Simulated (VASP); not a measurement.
# In3Sb (Pm-3m) in VASP: further runs, part 2 of 2

VASP 6.6.1.

### Step 4. Single point, PBEsol

INCAR reads:

```
SYSTEM = In3Sb
PREC     = Accurate       ! precision mode
ENCUT    = 520            ! plane-wave cutoff, eV
EDIFF    = 1E-6           ! SCF threshold, eV
ISMEAR   = 0              ! smearing method
SIGMA    = 0.1            ! smearing width, eV
LREAL    = .FALSE.        ! projectors in reciprocal space
LASPH    = .TRUE.         ! aspherical terms in the spheres
NELM     = 80             ! most SCF steps
ALGO     = Fast           ! electronic algorithm
ISIF     = 2              ! what is computed and relaxed
LWAVE    = .FALSE.        ! write WAVECAR
LCHARG   = .TRUE.         ! write CHGCAR
GGA      = PS             ! functional
LELF     = .TRUE.         ! ELF
LVHAR    = .TRUE.       
NBANDS   = 30             ! bands
```

KPOINTS reads:

```
regular mesh
0
G
  4 4 4
  0 0 0
```

POSCAR reads:

```
In3Sb
1.0
    4.8369620000      0.0000000000      0.0000000000
    0.0000000000      4.8369620000      0.0000000000
    0.0000000000      0.0000000000      4.8369620000
In Sb
3 1
Direct
    0.5000000000      0.5000000000      0.0000000000
    0.5000000000      0.0000000000      0.5000000000
    0.0000000000      0.5000000000      0.5000000000
    0.0000000000      0.0000000000      0.0000000000
```

Potentials or basis: VASP PAW PBE potentials, release 64 (In_d, Sb).

Run with:

```console
$ cat potpaw_PBE.64/In_d/POTCAR potpaw_PBE.64/Sb/POTCAR > POTCAR
$ mpirun -np 1 vasp_std > vasp.out
```

OUTCAR:

```text
SYSTEM = In3Sb
   PREC = Accurate
   ENCUT = 520
   EDIFF = 1E-6
   ISMEAR = 0
   LREAL = .FALSE.
   LASPH = .TRUE.
   NELM = 80
   ISIF = 2
   GGA = PS

 ion  position               nearest neighbor table
   1  0.500  0.500  0.000-   2 3.42   3 3.42   4 3.42   2 3.42   3 3.42   2 3.42   4 3.42   2 3.42
                             3 3.42   4 3.42   3 3.42   4 3.42
   2  0.500  0.000  0.500-   1 3.42   3 3.42   4 3.42   1 3.42   4 3.42   1 3.42   3 3.42   1 3.42
                             3 3.42   4 3.42   4 3.42   3 3.42
   3  0.000  0.500  0.500-   1 3.42   2 3.42   4 3.42   1 3.42   4 3.42   2 3.42   4 3.42   4 3.42
                             1 3.42   2 3.42   1 3.42   2 3.42
   4  0.000  0.000  0.000-   1 3.42   2 3.42   3 3.42   2 3.42   3 3.42   1 3.42   3 3.42   3 3.42
[... 519 lines left out ...]
  Total       -2.2354708     -2.2354708     -2.2354708      0.0000000      0.0000000      0.0000000
  in kB      -31.6491146    -31.6491146    -31.6491146      0.0000000      0.0000000      0.0000000
  external PRESSURE =     -31.6491146 kB  Pullay stress =       0.0000000 kB

 VOLUME and BASIS-vectors are now :
 -----------------------------------------------------------------------------
  energy-cutoff  :      520.00
  volume of cell :      113.17
      direct lattice vectors                 reciprocal lattice vectors
     4.836962000  0.000000000  0.000000000     0.206741339  0.000000000  0.000000000
     0.000000000  4.836962000  0.000000000     0.000000000  0.206741339  0.000000000
     0.000000000  0.000000000  4.836962000     0.000000000  0.000000000  0.206741339

 POSITION                                       TOTAL-FORCE (eV/Angst)
 -----------------------------------------------------------------------------------
      2.41848      2.41848      0.00000         0.000000      0.000000      0.000000
      2.41848      0.00000      2.41848         0.000000      0.000000      0.000000
      0.00000      2.41848      2.41848         0.000000      0.000000      0.000000
      0.00000      0.00000      0.00000         0.000000      0.000000      0.000000
 -----------------------------------------------------------------------------------
    total drift:                                0.000000      0.000000      0.000000

  FREE ENERGIE OF THE ION-ELECTRON SYSTEM (eV)
  ---------------------------------------------------
  free  energy   TOTEN  =       -13.2982981644 eV

  energy  without entropy=      -13.2738389773  energy(sigma->0) =      -13.28606857
```

OSZICAR:

```text
N       E                     dE             d eps       ncg     rms          rms(c)
DAV:   1     0.381532380366E+03    0.38153E+03   -0.20484E+04   600   0.181E+03
DAV:   2     0.209127716793E+02   -0.36062E+03   -0.35425E+03   600   0.425E+02
DAV:   3    -0.121102271878E+02   -0.33023E+02   -0.32444E+02   734   0.150E+02
DAV:   4    -0.133668911813E+02   -0.12567E+01   -0.12542E+01   718   0.312E+01
DAV:   5    -0.134377385688E+02   -0.70847E-01   -0.70842E-01   878   0.623E+00    0.371E+00
RMM:   6    -0.133170365980E+02    0.12070E+00   -0.22335E-01   659   0.474E+00    0.199E+00
RMM:   7    -0.132995459527E+02    0.17491E-01   -0.62487E-02   723   0.192E+00    0.610E-01
RMM:   8    -0.132978509775E+02    0.16950E-02   -0.12818E-02   771   0.114E+00    0.102E-01
RMM:   9    -0.132982097125E+02   -0.35873E-03   -0.43966E-03   903   0.431E-01    0.135E-01
RMM:  10    -0.132983102618E+02   -0.10055E-03   -0.14924E-03   726   0.463E-01    0.792E-02
RMM:  11    -0.132982534894E+02    0.56772E-04   -0.57490E-04   791   0.244E-01    0.325E-02
RMM:  12    -0.132982942286E+02   -0.40739E-04   -0.43230E-04   996   0.126E-01    0.905E-03
RMM:  13    -0.132982957178E+02   -0.14893E-05   -0.44681E-05   866   0.379E-02    0.250E-02
RMM:  14    -0.132982973664E+02   -0.16485E-05   -0.99429E-06   754   0.300E-02    0.253E-02
RMM:  15    -0.132982981644E+02   -0.79803E-06   -0.43778E-06   469   0.125E-02
   1 F= -.13298298E+02 E0= -.13286069E+02  d E =-.244592E-01
```

stdout:

```text
POSCAR found type information on POSCAR InSb
 POSCAR found :  2 types and       4 ions
 scaLAPACK will be used
 -----------------------------------------------------------------------------
|                                                                             |
|                                                                             |
|     You enforced a specific xc type in the INCAR file but a different       |
|     I HOPE YOU KNOW WHAT YOU ARE DOING!                                     |
|                                                                             |
 -----------------------------------------------------------------------------

 LDA part: xc-table for (Slater+PW92), standard interpolation
 POSCAR, INCAR and KPOINTS ok, starting setup
 FFT: planning ... GRIDC
 FFT: planning ... GRID_SOFT
 FFT: planning ... GRID
 WAVECAR not read
 entering main loop
```

Run time: 61 s. Hardware: 1 thread of Intel Xeon 8259CL, shared host; peak memory 0.21 GiB.

What came out:

```
Free energy            : -13.2983 eV
Pressure               : -3.2 GPa
Band gap on the k mesh : zero (bands 22 and 23 overlap by 3.40 eV)
```

Caveat: the cell stands under tension; the PAW data sets were made with another functional, which shifts forces and pressure a little; spin-orbit coupling is left out, which moves the levels of the heavy elements.

### Step 5. The runs side by side

```tsv
k mesh	gap on the mesh (eV)	pressure (GPa)
1 × 1 × 1	-	2.3
2 × 2 × 2	none	-2.9
4 × 4 × 4	none	-3.2
```

Alike in all rows: task single point; level PBEsol; potentials or basis VASP PAW PBE potentials, release 64 (In_d, Sb); no spin polarisation; cell as given; cutoff (eV) 520; smearing gaussian 0.1 eV.

Caveats: some runs use coarse meshes; the PAW data sets were made with another functional, which shifts forces and pressure a little; spin-orbit coupling is left out, which moves the levels of the heavy elements; the cell stands under tension (at least some runs).

Total energies depend on the potentials used, so only differences within one code and one set of settings carry meaning.
